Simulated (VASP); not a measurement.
# TiO2 (P4_2/mnm) in VASP: notebook, part 2 of 2

VASP 6.6.1. Earlier steps stand in the parts before.

## (4) Single point, PBE+D3(BJ)

File INCAR:

```
SYSTEM = TiO2
PREC = Accurate
ENCUT = 520
EDIFF = 1E-6
ISMEAR = -1
SIGMA = 0.05
LREAL = .FALSE.
LASPH = .TRUE.
NELM = 60
ALGO = Normal
ISIF = 2
LWAVE = .FALSE.
LCHARG = .FALSE.
GGA = PE
IVDW = 12
NBANDS = 33
```

File KPOINTS:

```
regular mesh
0
G
  6 6 9
  0 0 0
```

File POSCAR:

```
TiO2
1.0
    4.6077223008      0.0000000000      0.0000000000
    0.0000000000      4.6077223008      0.0000000000
    0.0000000000      0.0000000000      2.9543600503
Ti O
2 4
Direct
    0.0000000000      0.0000000000      0.5000000000
    0.5000000000      0.5000000000      0.0000000000
    0.3043839336      0.3043839336      0.5000000000
    0.1956160664      0.8043839336      0.0000000000
    0.8043839336      0.1956160664      0.0000000000
    0.6956160664      0.6956160664      0.5000000000
```

Potentials or basis: VASP PAW PBE potentials, release 64 (Ti_sv, O).

Launch:

```
> cat potpaw_PBE.64/Ti_sv/POTCAR potpaw_PBE.64/O/POTCAR > POTCAR
> mpirun -np 1 vasp_std > vasp.out
```

OUTCAR:

```text
SYSTEM = TiO2
   PREC = Accurate
   ENCUT = 520
   EDIFF = 1E-6
   ISMEAR = -1
   LREAL = .FALSE.
   LASPH = .TRUE.
   NELM = 60
   ISIF = 2
   GGA = PE
   IVDW = 12
 IVDW          = 12

 ion  position               nearest neighbor table
   1  0.000  0.000  0.500-   4 1.95   5 1.95   4 1.95   5 1.95   3 1.98   6 1.98
   2  0.500  0.500  0.000-   3 1.95   6 1.95   3 1.95   6 1.95   5 1.98   4 1.98
   3  0.304  0.304  0.500-   2 1.95   2 1.95   1 1.98
   4  0.196  0.804  0.000-   1 1.95   1 1.95   2 1.98
   5  0.804  0.196  0.000-   1 1.95   1 1.95   2 1.98
   6  0.696  0.696  0.500-   2 1.95   2 1.95   1 1.98

  LATTYP: Found a simple tetragonal cell.
 ALAT       =     4.6077223008
 C/A-ratio  =     0.6411758039

  Lattice vectors:

 A1 = (   4.6077223008,   0.0000000000,   0.0000000000)
 A2 = (   0.0000000000,   4.6077223008,   0.0000000000)
 A3 = (   0.0000000000,   0.0000000000,   2.9543600503)

Analysis of symmetry for initial positions (statically):
=====================================================================
[... 185 lines left out ...]
 cond. band min:       6.6400524244   @ k =   0.0000   0.0000   0.0000
 fundamental gap:      1.8424907877
 Fermi energy:         5.6929172961

 k-point     1 :       0.0000    0.0000    0.0000
  band No.  band energies     occupation
      1     -52.1353      2.00000
      2     -52.1188      2.00000
      3     -28.4385      2.00000
      4     -28.4385      2.00000
      5     -28.2769      2.00000
      6     -28.2769      2.00000
[... 853 lines left out ...]
     32       9.9899      0.00000
     33      11.3134      0.00000

 [... further k-points ...]

------------------------ aborting loop because EDIFF is reached ----------------------------------------

 Edisp (eV)   -1.48465

 E8    (eV) :    -0.5911

  FORCE on cell =-STRESS in cart. coord.  units (eV):
  Direction    XX          YY          ZZ          XY          YZ          ZX
  --------------------------------------------------------------------------------------
  -------------------------------------------------------------------------------------
  Total       0.24051     0.24051     0.35126     0.00000     0.00000     0.00000
  in kB       6.14333     6.14333     8.97219     0.00000     0.00000     0.00000
  external pressure =        7.09 kB  Pullay stress =        0.00 kB

 VOLUME and BASIS-vectors are now :
 -----------------------------------------------------------------------------
  energy-cutoff  :      520.00
  volume of cell :       62.72
      direct lattice vectors                 reciprocal lattice vectors
     4.607722301  0.000000000  0.000000000     0.217026968  0.000000000  0.000000000
     0.000000000  4.607722301  0.000000000     0.000000000  0.217026968  0.000000000
     0.000000000  0.000000000  2.954360050     0.000000000  0.000000000  0.338482779

 POSITION                                       TOTAL-FORCE (eV/Angst)
 -----------------------------------------------------------------------------------
      0.00000      0.00000      1.47718        -0.000000      0.000000      0.000000
      2.30386      2.30386      0.00000        -0.000000      0.000000      0.000000
      1.40252      1.40252      1.47718        -0.019476     -0.019476      0.000000
      0.90134      3.70638      0.00000         0.019476     -0.019476      0.000000
      3.70638      0.90134      0.00000        -0.019476      0.019476      0.000000
      3.20521      3.20521      1.47718         0.019476      0.019476      0.000000
 -----------------------------------------------------------------------------------
    total drift:                               -0.000000      0.000000     -0.000000

  FREE ENERGIE OF THE ION-ELECTRON SYSTEM (eV)
  ---------------------------------------------------
  free  energy   TOTEN  =       -55.1405879835 eV

  energy  without entropy=      -55.1405879829  energy(sigma->0) =      -55.14058798
```

OSZICAR:

```text
N       E                     dE             d eps       ncg     rms          rms(c)
DAV:   1     0.665950351606E+03    0.66595E+03   -0.24331E+04  3308   0.174E+03
DAV:   2     0.313712659381E+02   -0.63458E+03   -0.58926E+03  3540   0.525E+02
DAV:   3    -0.650518184896E+02   -0.96423E+02   -0.94618E+02  4461   0.192E+02
DAV:   4    -0.708988326034E+02   -0.58470E+01   -0.58349E+01  4842   0.443E+01
DAV:   5    -0.711606976737E+02   -0.26187E+00   -0.26184E+00  4283   0.730E+00    0.313E+01
DAV:   6    -0.540103357802E+02    0.17150E+02   -0.75409E+01  4316   0.884E+01    0.112E+01
DAV:   7    -0.539481350068E+02    0.62201E-01   -0.13495E+01  4143   0.331E+01    0.922E+00
DAV:   8    -0.538386456408E+02    0.10949E+00   -0.43428E-01  4125   0.495E+00    0.757E+00
DAV:   9    -0.538406158415E+02   -0.19702E-02   -0.14843E+00  4271   0.142E+01    0.384E+00
DAV:  10    -0.536631509206E+02    0.17746E+00   -0.75316E-01  4101   0.844E+00    0.800E-01
DAV:  11    -0.536574346183E+02    0.57163E-02   -0.32254E-02  3785   0.145E+00    0.494E-01
DAV:  12    -0.536567660436E+02    0.66857E-03   -0.67640E-03  3728   0.882E-01    0.233E-01
DAV:  13    -0.536559847103E+02    0.78133E-03   -0.17361E-03  4560   0.360E-01    0.682E-02
DAV:  14    -0.536559806612E+02    0.40491E-05   -0.10326E-04  4071   0.759E-02    0.542E-02
DAV:  15    -0.536559397146E+02    0.40947E-04   -0.15618E-04  4295   0.109E-01    0.605E-03
DAV:  16    -0.536559405185E+02   -0.80383E-06   -0.12286E-05  3511   0.272E-02    0.638E-03
DAV:  17    -0.536559404347E+02    0.83809E-07   -0.61480E-07  2137   0.862E-03
   1 F= -.55140588E+02 E0= -.55140588E+02  d E =-.545674E-09
```

Run time: 39 s. Hardware: 1 thread of Intel Xeon 6975P-C (Granite Rapids), shared host; peak memory 0.22 GiB.

What came out:

| Quantity | Value |
| --- | --- |
| Free energy | -55.1406 eV |
| Pressure | 0.7 GPa |
| Largest force | 0.028 eV/Å |
| Band gap on the k mesh | 1.84 eV, direct |
| Dispersion energy per atom | -0.247 eV |

Forces on the atoms (eV/Å):
```
Ti   0.000  0.000  0.000
Ti   0.000  0.000  0.000
O   -0.019 -0.019  0.000
O    0.019 -0.019  0.000
O   -0.019  0.019  0.000
O    0.019  0.019  0.000
```

## (5) Single point, PBE+D3(BJ)

This run uses another cell than the first one, of 10.48 Å³/atom, 1.005 times its volume.

File INCAR:

```
SYSTEM = TiO2
PREC     = Accurate       ! precision mode
ENCUT    = 520            ! plane-wave cutoff, eV
EDIFF    = 1E-6           ! SCF threshold, eV
ISMEAR   = -1             ! smearing method
SIGMA    = 0.05           ! smearing width, eV
LREAL    = .FALSE.        ! projectors in reciprocal space
LASPH    = .TRUE.         ! aspherical terms in the spheres
NELM     = 60             ! most SCF steps
ALGO     = Normal         ! electronic algorithm
ISIF     = 2              ! what is computed and relaxed
LWAVE    = .FALSE.        ! write WAVECAR
LCHARG   = .FALSE.        ! write CHGCAR
GGA      = PE             ! functional
IVDW     = 12             ! dispersion correction
NBANDS   = 33             ! bands
```

KPOINTS is that of step 4.

File POSCAR:

```
TiO2
1.0
    4.6129596967      0.0000000000      0.0000000000
    0.0000000000      4.6129596967      0.0000000000
    0.0000000000      0.0000000000      2.9556695877
Ti O
2 4
Direct
    0.0000000000      0.0000000000      0.5000000000
    0.5000000000      0.5000000000      0.0000000000
    0.3044728475      0.3044728475      0.5000000000
    0.1955271525      0.8044728475      0.0000000000
    0.8044728475      0.1955271525      0.0000000000
    0.6955271525      0.6955271525      0.5000000000
```

Launch:

```
> cat potpaw_PBE.64/Ti_sv/POTCAR potpaw_PBE.64/O/POTCAR > POTCAR
> mpirun -np 1 vasp_std > vasp.out
```

Run time: 40 s. Hardware: 1 thread of Intel Xeon 6975P-C (Granite Rapids), shared host; peak memory 0.23 GiB.

Results (log left out):

```
Free energy                : -55.1412 eV
Pressure                   : 0.1 GPa
Largest force              : 0.027 eV/Å
Band gap on the k mesh     : 1.84 eV, direct
Dispersion energy per atom : -0.247 eV
```

Forces in eV/Å, atoms in the order of the input:
```
Ti   0.000  0.000  0.000
Ti   0.000  0.000  0.000
O   -0.019 -0.019  0.000
O    0.019 -0.019  0.000
O   -0.019  0.019  0.000
O    0.019  0.019  0.000
```

Stress tensor (GPa, compression positive):
```
-0.01  0.00  0.00
 0.00 -0.01  0.00
 0.00  0.00  0.30
```

Levels at points of the mesh, in eV from the valence-band top:
```csv
k point,band 20,band 21,band 22,band 23,band 24,band 25,band 26,band 27,band 28,band 29
"(0.00, 0.00, 0.00)",-1.95,-0.69,-0.45,-0.45,0.00,1.84,2.12,2.39,2.48,2.48
"(0.50, 0.00, 0.00)",-3.04,-1.61,-1.61,-0.73,-0.73,2.50,2.50,2.99,2.99,3.54
"(0.50, 0.50, 0.00)",-2.17,-1.28,-1.28,-1.07,-1.07,1.87,1.87,2.50,2.50,3.80
```

Caveat: three body term missing. A k mesh can miss the band edges.

## (6) Single point, PBE+D3(BJ)

File INCAR:

```
PREC     = Accurate       # precision mode
ENCUT    = 520            # plane-wave cutoff, eV
EDIFF    = 1E-6           # SCF threshold, eV
ISMEAR   = -1             # smearing method
SIGMA    = 0.05           # smearing width, eV
LREAL    = False          # projectors in reciprocal space
LASPH    = True           # aspherical terms in the spheres
NELM     = 60             # most SCF steps
ALGO     = Normal         # electronic algorithm
ISIF     = 2              # what is computed and relaxed
LWAVE    = False          # write WAVECAR
LCHARG   = False          # write CHGCAR
GGA      = PE             # functional
IVDW     = 12             # dispersion correction
NBANDS   = 33             # bands
```

File KPOINTS:

```
regular mesh
0
Gamma
  6 6 9
```

File POSCAR:

```
TiO2
1.0
    4.5998373239      0.0000000000      0.0000000000
    0.0000000000      4.5998373239      0.0000000000
    0.0000000000      0.0000000000      2.9592135600
Ti O
2 4
Direct
    0.0000000000      0.0000000000      0.5000000000
    0.5000000000      0.5000000000      0.0000000000
    0.3043213200      0.3043213200      0.5000000000
    0.1956786800      0.8043213200      0.0000000000
    0.8043213200      0.1956786800      0.0000000000
    0.6956786800      0.6956786800      0.5000000000
```

Potentials or basis: VASP PAW PBE potentials, release 64 (Ti_sv, O).

Launch:

```
> cat potpaw_PBE.64/Ti_sv/POTCAR potpaw_PBE.64/O/POTCAR > POTCAR
> mpirun -np 1 vasp_std > vasp.out
```

Run time: 39 s. Hardware: 1 thread of Intel Xeon 6975P-C (Granite Rapids), shared host; peak memory 0.22 GiB.

The run converged. Its results:

- Free energy: -55.1398 eV
- Pressure: 1.0 GPa
- Largest force: 0.025 eV/Å
- Band gap on the k mesh: 1.84 eV, direct
- Dispersion energy per atom: -0.248 eV

Forces in eV/Å, atoms in the order of the input:
```
Ti   0.000  0.000  0.000
Ti   0.000  0.000  0.000
O   -0.017 -0.017  0.000
O    0.017 -0.017  0.000
O   -0.017  0.017  0.000
O    0.017  0.017  0.000
```

Stress tensor (GPa, compression positive):
```
1.16 0.00 0.00
0.00 1.16 0.00
0.00 0.00 0.64
```

Levels at points of the mesh, in eV from the valence-band top:
```
           k point  band 20  band 21  band 22  band 23  band 24  band 25  band 26  band 27  band 28  band 29
(0.00, 0.00, 0.00)    -1.99    -0.71    -0.46    -0.46     0.00     1.84     2.13     2.37     2.47     2.47
(0.50, 0.00, 0.00)    -3.06    -1.65    -1.65    -0.74    -0.74     2.50     2.50     3.00     3.00     3.53
(0.50, 0.50, 0.00)    -2.19    -1.31    -1.31    -1.08    -1.08     1.87     1.87     2.49     2.49     3.80
```

Caveat: three body term missing.

## (7) Overview

```tsv
level	cell	gap on the mesh (eV)	pressure (GPa)	largest force (eV/Å)
RPBE	a = 4.600, b = 4.600, c = 2.959 Å, 6 atoms	1.88	10.0	0.05
BLYP	a = 4.600, b = 4.600, c = 2.959 Å, 6 atoms	1.83	10.9	0.10
PBE+D3(BJ)	a = 4.608, b = 4.608, c = 2.954 Å, 6 atoms	1.84	0.7	0.03
PBE+D3(BJ)	a = 4.613, b = 4.613, c = 2.956 Å, 6 atoms	1.84	0.1	0.03
PBE+D3(BJ)	a = 4.600, b = 4.600, c = 2.959 Å, 6 atoms	1.84	1.0	0.02
```

Alike in all rows: task single point; potentials or basis VASP PAW PBE potentials, release 64 (Ti_sv, O); no spin polarisation; k mesh 6 × 6 × 9; cutoff (eV) 520; smearing fermi-dirac 0.05 eV.

On the cell as given the gap runs from 1.83 eV (BLYP) to 1.88 eV (RPBE). The pressure there spans 1.0 GPa (PBE+D3(BJ)) to 10.9 GPa (BLYP); a positive pressure means that this level wants a larger cell, a negative one a smaller.

Caveats: the PAW data sets were made with another functional, which shifts forces and pressure a little (some runs); three body term missing (some runs).

Total energies depend on the potentials used, so only differences within one code and one set of settings carry meaning.
